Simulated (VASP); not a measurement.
# SnSe2 (P-3m1) in VASP: further runs

Runs on SnSe2. Level: PBEsol. Tasks: single point.

Everything below comes from runs of VASP 6.6.1. Logs are shortened: lines on timing, memory, paths and dates and some standing lists are left out, and cuts for length are marked.

**1. The cell of the first run**

It takes space group P-3m1 (No. 164, trigonal). The conventional cell has a = 3.795 Å, b = 3.795 Å, c = 5.853 Å, α = 90.00°, β = 90.00°, γ = 120.00°. Within 3.6 Å of Sn (site symmetry -3m) lie 6 Se at 2.71 Å. Within 3.6 Å of Se (site symmetry 3m) lie 3 Sn at 2.71 Å and 3 Se at 3.46 Å.

**2. Single point, PBEsol (volume scaled by 0.94, then relaxed in part)**

Input file INCAR:

```
SYSTEM = SnSe2
PREC = Accurate
ENCUT = 520
EDIFF = 1E-6
ISMEAR = 0
SIGMA = 0.02
LREAL = .False.
LASPH = .True.
NELM = 100
ALGO = Normal
ISIF = 2
LWAVE = .False.
LCHARG = .False.
GGA = PS
NBANDS = 20
```

Input file KPOINTS:

```
Automatic mesh
0
Gamma
  12 12 6
  0 0 0
```

Input file POSCAR:

```
SnSe2
1.0
    3.7949963757      0.0000000000      0.0000000000
   -1.8974981878      3.2865632686      0.0000000000
    0.0000000000      0.0000000000      5.8533967801
Sn Se
1 2
Direct
    0.0000000000      0.0000000000      0.0000000000
    0.3333333333      0.6666666667      0.2712114358
    0.6666666667      0.3333333333      0.7287885642
```

Potentials or basis: VASP PAW PBE potentials, release 64 (Sn_d, Se).

The run is started by

```console
$ cat potpaw_PBE.64/Sn_d/POTCAR potpaw_PBE.64/Se/POTCAR > POTCAR
$ mpirun -np 1 vasp_std > vasp.out
```

OUTCAR:

```text
SYSTEM = SnSe2
   PREC = Accurate
   ENCUT = 520
   EDIFF = 1E-6
   ISMEAR = 0
   LREAL = .False.
   LASPH = .True.
   NELM = 100
   ISIF = 2
   GGA = PS

 ion  position               nearest neighbor table
   1  0.000  0.000  0.000-   2 2.71   3 2.71   2 2.71   3 2.71   3 2.71   2 2.71
   2  0.333  0.667  0.271-   1 2.71   1 2.71   1 2.71
   3  0.667  0.333  0.729-   1 2.71   1 2.71   1 2.71

  LATTYP: Found a hexagonal cell.
 ALAT       =     3.7949963757
 C/A-ratio  =     1.5423985165

  Lattice vectors:

 A1 = (   3.7949963757,   0.0000000000,   0.0000000000)
 A2 = (  -1.8974981878,   3.2865632686,   0.0000000000)
 A3 = (   0.0000000000,   0.0000000000,   5.8533967801)

Analysis of symmetry for initial positions (statically):
=====================================================================
 Subroutine PRICEL returns:
 Original cell was already a primitive cell.

 Routine SETGRP: Setting up the symmetry group for a
 hexagonal supercell.

 Subroutine GETGRP returns: Found 12 space group operations
 (whereof 12 operations were pure point group operations)
 out of a pool of 24 trial point group operations.

The static configuration has the point symmetry D_3d.

Analysis of symmetry for dynamics (positions and initial velocities):
=====================================================================
 Subroutine PRICEL returns:
 Original cell was already a primitive cell.

 Routine SETGRP: Setting up the symmetry group for a
 hexagonal supercell.

 Subroutine GETGRP returns: Found 12 space group operations
 (whereof 12 operations were pure point group operations)
 out of a pool of 24 trial point group operations.

The dynamic configuration has the point symmetry D_3d.

 Subroutine INISYM returns: Found 12 space group operations
 (whereof 12 operations are pure point group operations),
 and found     1 'primitive' translations

----------------------------------------------------------------------------------------

                                     Primitive cell

  volume of cell :      73.0065

  direct lattice vectors                    reciprocal lattice vectors
     3.794996376  0.000000000  0.000000000     0.263504863  0.152134604  0.000000000
    -1.897498188  3.286563269  0.000000000     0.000000000  0.304269207  0.000000000
     0.000000000  0.000000000  5.853396780     0.000000000  0.000000000  0.170840973

  length of vectors
     3.794996376  3.794996376  5.853396780     0.304269207  0.304269207  0.170840973

  position of ions in fractional coordinates (direct lattice)
     0.000000000  0.000000000  0.000000000
     0.333333333  0.666666667  0.271211436
     0.666666667  0.333333333  0.728788564

  ion indices of the primitive-cell ions
   primitive index   ion index
                 1           1
                 2           2
                 3           3

----------------------------------------------------------------------------------------

 KPOINTS: Automatic mesh

Automatic generation of k-mesh.
 Grid dimensions read from file:
 generate k-points for:   12   12    6

 Generating k-lattice:

  Cartesian coordinates                     Fractional coordinates (reciprocal lattice)
     0.021958739  0.012677884  0.000000000     0.083333333 -0.000000000  0.000000000
     0.000000000  0.025355767  0.000000000     0.000000000  0.083333333  0.000000000
     0.000000000  0.000000000  0.028473495     0.000000000  0.000000000  0.166666667

  Length of vectors
     0.025355767  0.025355767  0.028473495

  Shift w.r.t. Gamma in fractional coordinates (k-lattice)
     0.000000000  0.000000000  0.000000000

 Subroutine IBZKPT returns following result:
 ===========================================

 Found    100 irreducible k-points:

 Following reciprocal coordinates:
            Coordinates               Weight
  0.000000  0.000000  0.000000      1.000000
  0.083333  0.000000  0.000000      6.000000
  0.166667 -0.000000  0.000000      6.000000
  0.250000  0.000000  0.000000      6.000000
  0.333333 -0.000000  0.000000      6.000000
[... 48 lines left out ...]
      4     -16.4151      2.00000
      5     -16.4151      2.00000
      6      -9.3816      2.00000
[... 12 lines left out ...]
     19      13.7822      0.00000
     20      13.7822      0.00000

 k-point     2 :       0.0833    0.0000    0.0000
  band No.  band energies     occupation
      1     -16.4712      2.00000
      2     -16.4652      2.00000
      3     -16.4269      2.00000
      4     -16.4170      2.00000
      5     -16.4148      2.00000
      6      -9.3112      2.00000
[... 12 lines left out ...]
     19      12.9995      0.00000
     20      13.8002      0.00000

 k-point     3 :       0.1667   -0.0000    0.0000
  band No.  band energies     occupation
      1     -16.4805      2.00000
      2     -16.4582      2.00000
      3     -16.4242      2.00000
      4     -16.4186      2.00000
      5     -16.4135      2.00000
      6      -9.1045      2.00000
[... 12 lines left out ...]
     19      12.6252      0.00000
     20      13.8367      0.00000

 k-point     4 :       0.2500    0.0000    0.0000
  band No.  band energies     occupation
      1     -16.4946      2.00000
      2     -16.4508      2.00000
      3     -16.4298      2.00000
      4     -16.4102      2.00000
      5     -16.4093      2.00000
      6      -8.7764      2.00000
[... 12 lines left out ...]
     19      12.7728      0.00000
     20      14.2872      0.00000

 k-point     5 :       0.3333   -0.0000    0.0000
  band No.  band energies     occupation
      1     -16.5094      2.00000
      2     -16.4464      2.00000
      3     -16.4354      2.00000
      4     -16.4021      2.00000
      5     -16.4009      2.00000
      6      -8.3615      2.00000
[... 12 lines left out ...]
     19      13.6722      0.00000
     20      15.1082      0.00000
[... 353 lines left out ...]
      6      -9.2419      2.00000
[... 12 lines left out ...]
     19      13.0758      0.00000
     20      13.8061      0.00000

 k-point    22 :       0.0000    0.0833    0.1667
  band No.  band energies     occupation
      1     -16.4712      2.00000
      2     -16.4652      2.00000
      3     -16.4269      2.00000
      4     -16.4171      2.00000
      5     -16.4148      2.00000
      6      -9.2418      2.00000
[... 12 lines left out ...]
     19      12.9847      0.00000
     20      13.3254      0.00000

 k-point    23 :       0.1667   -0.0000    0.1667
  band No.  band energies     occupation
      1     -16.4805      2.00000
      2     -16.4582      2.00000
      3     -16.4242      2.00000
      4     -16.4186      2.00000
      5     -16.4135      2.00000
      6      -9.0368      2.00000
[... 12 lines left out ...]
     19      13.1031      0.00000
     20      13.5704      0.00000

 k-point    24 :       0.0000    0.1667    0.1667
  band No.  band energies     occupation
      1     -16.4805      2.00000
      2     -16.4582      2.00000
      3     -16.4243      2.00000
      4     -16.4185      2.00000
      5     -16.4135      2.00000
      6      -9.0362      2.00000
[... 12 lines left out ...]
     19      12.4594      0.00000
     20      13.4443      0.00000

 [... further k-points ...]
[... 5 lines left out ...]
  --------------------------------------------------------------------------------------
  -------------------------------------------------------------------------------------
  Total        0.8678524      0.8678524      0.8320596      0.0000000      0.0000000      0.0000000
  in kB       19.0456202     19.0456202     18.2601235      0.0000000      0.0000000      0.0000000
  external PRESSURE =      18.7837879 kB  Pullay stress =       0.0000000 kB

 VOLUME and BASIS-vectors are now :
 -----------------------------------------------------------------------------
  energy-cutoff  :      520.00
  volume of cell :       73.01
      direct lattice vectors                 reciprocal lattice vectors
     3.794996376  0.000000000  0.000000000     0.263504863  0.152134604  0.000000000
    -1.897498188  3.286563269  0.000000000     0.000000000  0.304269207  0.000000000
     0.000000000  0.000000000  5.853396780     0.000000000  0.000000000  0.170840973

 POSITION                                       TOTAL-FORCE (eV/Angst)
 -----------------------------------------------------------------------------------
      0.00000      0.00000      0.00000        -0.000000      0.000000     -0.000000
     -0.00000      2.19104      1.58751         0.000000      0.000000      0.014515
      1.89750      1.09552      4.26589         0.000000      0.000000     -0.014515
 -----------------------------------------------------------------------------------
    total drift:                               -0.000000     -0.000000     -0.000000

  FREE ENERGIE OF THE ION-ELECTRON SYSTEM (eV)
  ---------------------------------------------------
  free  energy   TOTEN  =       -12.9608259234 eV

  energy  without entropy=      -12.9608259232  energy(sigma->0) =      -12.96082592
```

Run time: 92 s. Hardware: 1 thread of Intel Xeon Platinum 8488C (Sapphire Rapids), shared host; peak memory 0.28 GiB.

What came out:

```
Free energy            : -12.9608 eV
Pressure               : 1.9 GPa
Largest force          : 0.015 eV/Å
Band gap on the k mesh : 0.15 eV, indirect (least direct gap 0.77 eV)
```

Forces in eV/Å, atoms in the order of the input:
```
Sn   0.000  0.000  0.000
Se   0.000  0.000  0.015
Se   0.000  0.000 -0.015
```

Caveat: the cell differs from its parent crystal (volume scaled by 0.94, then relaxed in part); the PAW data sets were made with another functional, which shifts forces and pressure a little; spin-orbit coupling is left out, which moves the levels of the heavy elements. A k mesh can miss the band edges.

**3. Single point, PBEsol (volume scaled by 0.97, then relaxed in part)**

Input file INCAR:

```
  PREC = Accurate
  ENCUT = 520
  EDIFF = 1E-6
  ISMEAR = 0
  SIGMA = 0.02
  LREAL = F
  LASPH = T
  NELM = 80
  ALGO = Normal
  ISIF = 2
  LWAVE = F
  LCHARG = F
  GGA = PS
  NBANDS = 20
```

Input file KPOINTS:

```
regular mesh
0
Gamma
  12 12 6
```

Input file POSCAR:

```
SnSe2
1.0
    3.8074427126      0.0000000000      0.0000000000
   -1.9037213563      3.2973421125      0.0000000000
    0.0000000000      0.0000000000      6.0007815994
Sn Se
1 2
Direct
    0.0000000000      0.0000000000      0.0000000000
    0.3333333333      0.6666666667      0.2646121560
    0.6666666667      0.3333333333      0.7353878440
```

Potentials or basis: VASP PAW PBE potentials, release 64 (Sn_d, Se).

The run is started by

```console
$ cat potpaw_PBE.64/Sn_d/POTCAR potpaw_PBE.64/Se/POTCAR > POTCAR
$ mpirun -np 1 vasp_std > vasp.out
```

It took 74 s on 1 thread of Intel Xeon Platinum 8488C (Sapphire Rapids), shared host; peak memory 0.28 GiB.

The run converged. Its results:

| Item | Value |
| --- | --- |
| Free energy | -12.9787 eV |
| Pressure | 0.8 GPa |
| Largest force | 0.014 eV/Å |
| Band gap on the k mesh | 0.32 eV, indirect (least direct gap 0.87 eV) |

Forces in eV/Å, atoms in the order of the input:
```
Sn   0.000  0.000  0.000
Se   0.000  0.000  0.014
Se   0.000  0.000 -0.014
```

Levels at points of the mesh, in eV from the valence-band top:
```tsv
k point	band 10	band 11	band 12	band 13	band 14	band 15	band 16	band 17
(0.00, 0.00, 0.00)	-0.73	-0.54	-0.54	-0.14	0.72	2.84	4.48	4.48
(0.50, 0.00, 0.00)	-3.36	-2.74	-1.77	-0.39	1.08	3.42	4.86	4.89
(0.00, 0.00, 0.50)	-0.89	-0.89	-0.28	-0.28	2.45	2.72	4.09	4.09
(0.50, 0.00, 0.50)	-2.46	-2.14	-1.16	-1.01	0.56	3.77	4.43	5.57
```

Caveat: the cell differs from its parent crystal (volume scaled by 0.97, then relaxed in part); the PAW data sets were made with another functional, which shifts forces and pressure a little; spin-orbit coupling is left out, which moves the levels of the heavy elements. A k mesh can miss the band edges.

**4. Single point, PBEsol**

This run uses another cell than the first one, of 25.89 Å³/atom, 1.064 times its volume.

Input file INCAR:

```
ALGO = Normal ; EDIFF = 1E-6
ENCUT = 520 ; GGA = PS
ISIF = 2 ; ISMEAR = 0
LASPH = T ; LCHARG = F
LREAL = F ; LWAVE = F
NBANDS = 20 ; NELM = 80
PREC = Accurate ; SIGMA = 0.02
```

Input file KPOINTS:

```
k-points
0
Gamma
  12 12 6
```

Input file POSCAR:

```
SnSe2
1.0
    3.8190680189      0.0000000000      0.0000000000
   -1.9095340094      3.3074099231      0.0000000000
    0.0000000000      0.0000000000      6.1487672637
Sn Se
1 2
Direct
    0.0000000000      0.0000000000      0.0000000000
    0.3333333333      0.6666666667      0.2580319695
    0.6666666667      0.3333333333      0.7419680305
```

The run is started by

```console
$ cat potpaw_PBE.64/Sn_d/POTCAR potpaw_PBE.64/Se/POTCAR > POTCAR
$ mpirun -np 1 vasp_std > vasp.out
```

Wall time 69 s (1 thread of Intel Xeon Platinum 8488C (Sapphire Rapids), shared host); peak memory 0.29 GiB.

Results (log left out):

| Item | Value |
| --- | --- |
| Free energy | -12.9839 eV |
| Pressure | 0.1 GPa |
| Largest force | 0.015 eV/Å |
| Band gap on the k mesh | 0.48 eV, indirect (least direct gap 0.97 eV) |

Forces in eV/Å, atoms in the order of the input:
```
Sn   0.000  0.000  0.000
Se   0.000  0.000  0.015
Se   0.000  0.000 -0.015
```

Levels at points of the mesh, in eV from the valence-band top:
```csv
k point,band 11,band 12,band 13,band 14,band 15,band 16
"(0.00, 0.00, 0.00)",-0.37,-0.37,-0.14,0.83,2.93,4.56
"(0.50, 0.00, 0.00)",-2.55,-1.47,-0.31,1.09,3.56,5.11
"(0.00, 0.00, 0.50)",-0.73,-0.17,-0.17,2.42,2.82,4.25
"(0.50, 0.00, 0.50)",-2.06,-0.96,-0.78,0.61,3.94,4.55
```

Caveat: the PAW data sets were made with another functional, which shifts forces and pressure a little; spin-orbit coupling is left out, which moves the levels of the heavy elements; this functional lacks dispersion, which binds the layers, so the pressure and a relaxed spacing across them are unreliable.

**5. Single point, PBEsol**

This run uses another cell than the first one, of 25.89 Å³/atom, 1.064 times its volume.

Input file INCAR:

```
SYSTEM = SnSe2
PREC = Accurate ; ENCUT = 520
EDIFF = 1E-6 ; ISMEAR = 0
SIGMA = 0.02 ; LREAL = .FALSE.
LASPH = .TRUE. ; NELM = 80
ALGO = Normal ; ISIF = 2
LWAVE = .FALSE. ; LCHARG = .FALSE.
GGA = PS ; NBANDS = 20
```

Input file KPOINTS:

```
regular mesh
0
G
  12 12 6
  0 0 0
```

POSCAR is that of step 4.

The run is started by

```console
$ cat potpaw_PBE.64/Sn_d/POTCAR potpaw_PBE.64/Se/POTCAR > POTCAR
$ mpirun -np 1 vasp_std > vasp.out
```

Run time: 88 s. Hardware: 1 thread of Intel Xeon Platinum 8488C (Sapphire Rapids), shared host; peak memory 0.29 GiB.

Results (log left out):

```
Free energy            : -12.9839 eV
Pressure               : 0.1 GPa
Largest force          : 0.015 eV/Å
Band gap on the k mesh : 0.48 eV, indirect (least direct gap 0.97 eV)
```

Forces on the atoms (eV/Å):
```
Sn   0.000  0.000  0.000
Se   0.000  0.000  0.015
Se   0.000  0.000 -0.015
```

Levels at points of the mesh, in eV from the valence-band top:
| k point | band 9 | band 10 | band 11 | band 12 | band 13 | band 14 | band 15 | band 16 | band 17 | band 18 |
| --- | --- | --- | --- | --- | --- | --- | --- | --- | --- | --- |
| (0.00, 0.00, 0.00) | -0.61 | -0.61 | -0.37 | -0.37 | -0.14 | 0.83 | 2.93 | 4.56 | 4.56 | 7.96 |
| (0.50, 0.00, 0.00) | -4.41 | -3.08 | -2.55 | -1.47 | -0.31 | 1.09 | 3.56 | 5.11 | 5.11 | 6.78 |
| (0.00, 0.00, 0.50) | -2.31 | -0.73 | -0.73 | -0.17 | -0.17 | 2.42 | 2.82 | 4.25 | 4.25 | 7.60 |
| (0.50, 0.00, 0.50) | -4.94 | -2.34 | -2.06 | -0.96 | -0.78 | 0.61 | 3.94 | 4.55 | 5.64 | 6.03 |

Caveat: the PAW data sets were made with another functional, which shifts forces and pressure a little; spin-orbit coupling is left out, which moves the levels of the heavy elements; this functional lacks dispersion, which binds the layers, so the pressure and a relaxed spacing across them are unreliable. A k mesh can miss the band edges.

**6. Single point, PBEsol (volume scaled by 1.03, then relaxed in part)**

Input file INCAR:

```
SYSTEM = SnSe2
PREC = Accurate
ENCUT = 520
EDIFF = 1E-7
ISMEAR = 0
SIGMA = 0.02
LREAL = .FALSE.
LASPH = .TRUE.
NELM = 100
ALGO = Normal
ISIF = 2
LWAVE = .FALSE.
LCHARG = .FALSE.
GGA = PS
NBANDS = 20
```

KPOINTS is that of step 5.

Input file POSCAR:

```
SnSe2
1.0
    3.8221691707      0.0000000000      0.0000000000
   -1.9110845854      3.3100955994      0.0000000000
    0.0000000000      0.0000000000      6.3229574025
Sn Se
1 2
Direct
    0.0000000000      0.0000000000      0.0000000000
    0.3333333333      0.6666666667      0.2508634499
    0.6666666667      0.3333333333      0.7491365501
```

Potentials or basis: VASP PAW PBE potentials, release 64 (Sn_d, Se).

The run is started by

```console
$ cat potpaw_PBE.64/Sn_d/POTCAR potpaw_PBE.64/Se/POTCAR > POTCAR
$ mpirun -np 1 vasp_std > vasp.out
```

It took 1.7 min on 1 thread of Intel Xeon Platinum 8488C (Sapphire Rapids), shared host; peak memory 0.29 GiB.

The run converged. Its results:

* Free energy: -12.9811 eV
* Pressure: -0.3 GPa
* Largest force: 0.021 eV/Å
* Band gap on the k mesh: 0.59 eV, indirect (least direct gap 1.11 eV)

Forces in eV/Å, atoms in the order of the input:
```
Sn   0.000  0.000  0.000
Se   0.000  0.000  0.021
Se   0.000  0.000 -0.021
```

Levels at points of the mesh, in eV from the valence-band top:
| k point | band 9 | band 10 | band 11 | band 12 | band 13 | band 14 | band 15 | band 16 | band 17 | band 18 |
| --- | --- | --- | --- | --- | --- | --- | --- | --- | --- | --- |
| (0.00, 0.00, 0.00) | -0.53 | -0.53 | -0.24 | -0.24 | -0.21 | 0.94 | 3.00 | 4.60 | 4.60 | 7.84 |
| (0.50, 0.00, 0.00) | -4.37 | -2.87 | -2.43 | -1.24 | -0.27 | 1.07 | 3.66 | 5.29 | 5.29 | 6.68 |
| (0.00, 0.00, 0.50) | -2.09 | -0.62 | -0.62 | -0.10 | -0.10 | 2.37 | 2.90 | 4.38 | 4.38 | 7.86 |
| (0.50, 0.00, 0.50) | -4.76 | -2.27 | -2.05 | -0.82 | -0.62 | 0.64 | 4.05 | 4.63 | 5.66 | 6.03 |

Caveat: the cell differs from its parent crystal (volume scaled by 1.03, then relaxed in part); the PAW data sets were made with another functional, which shifts forces and pressure a little; spin-orbit coupling is left out, which moves the levels of the heavy elements; this functional lacks dispersion, which binds the layers, so the pressure and a relaxed spacing across them are unreliable.

**7. Summary**

| cell | gap on the mesh (eV) | pressure (GPa) | largest force (eV/Å) |
| --- | --- | --- | --- |
| a = 3.795, b = 3.795, c = 5.853 Å, angles 90.0, 90.0, 120.0°, 3 atoms | 0.15 | 1.9 | 0.01 |
| a = 3.807, b = 3.807, c = 6.001 Å, angles 90.0, 90.0, 120.0°, 3 atoms | 0.32 | 0.8 | 0.01 |
| a = 3.819, b = 3.819, c = 6.149 Å, angles 90.0, 90.0, 120.0°, 3 atoms | 0.48 | 0.1 | 0.02 |
| a = 3.822, b = 3.822, c = 6.323 Å, angles 90.0, 90.0, 120.0°, 3 atoms | 0.59 | -0.3 | 0.02 |

Alike in all rows: task single point; level PBEsol; potentials or basis VASP PAW PBE potentials, release 64 (Sn_d, Se); no spin polarisation; k mesh 12 × 12 × 6; cutoff (eV) 520; smearing gaussian 0.02 eV.

Caveats: the PAW data sets were made with another functional, which shifts forces and pressure a little; spin-orbit coupling is left out, which moves the levels of the heavy elements; this functional lacks dispersion, which binds the layers, so the pressure and a relaxed spacing across them are unreliable (some runs).

Absolute energies hang on the potentials; compare differences alone.
